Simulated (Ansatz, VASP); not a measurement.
## One calculation of PtS2, two programs

```xyz
6
Lattice="-1.7718 3.0688 0.0000 0.0000 -2.0459 5.3362 5.3153 3.0688 0.0000" Properties=species:S:1:pos:R:3 pbc="T T T"
Pt    1.7718    1.0229    5.3362
Pt    0.0000    0.0000    0.0000
S     1.7718    1.0229    1.2356
S     3.5435    4.0917    1.2356
S     0.0000    0.0000    4.1006
S     1.7718    3.0688    4.1006
```

Alike in both runs: task single point; functional PBE; dispersion D3(BJ); k mesh 4 × 4 × 2; occupations gaussian, width 0.1 eV; no spin polarisation.

```csv
,VASP,Ansatz
version,VASP 6.6.1,Ansatz 0.2.0
potentials or method,"VASP PAW PBE potentials, release 64 (Pt, S), cutoff 520 eV","scalar-relativistic, plane waves, PAW"
valence electrons in the cell,44,60
```

Ansatz gave:

| Quantity | Value |
| --- | --- |
| gap on the k mesh at the Fermi level (eV) | 0.88 |
| least direct gap on the mesh (eV) | 1.10 |
| pressure (GPa) | 0.0 |
| traceless stress, the component that is largest in VASP (GPa) | -0.06 |
| rms of the force components (eV/Å) | 0.014 |

Q: What did VASP give for the same quantities?

A: gap on the k mesh at the Fermi level (eV): 0.88; least direct gap on the mesh (eV): 1.11; pressure (GPa): -0.4; traceless stress, the component that is largest in VASP (GPa): -0.06; rms of the force components (eV/Å): 0.009.

Atom by atom the forces differ by 0.019 eV/Å (rms over components). VASP's potentials hold 44 valence electrons a cell and Ansatz's 60, so a difference there can come from the potentials and not from the codes.

The k mesh is coarse, so the values compare programs but aren't converged. Neither program's run includes spin-orbit coupling.
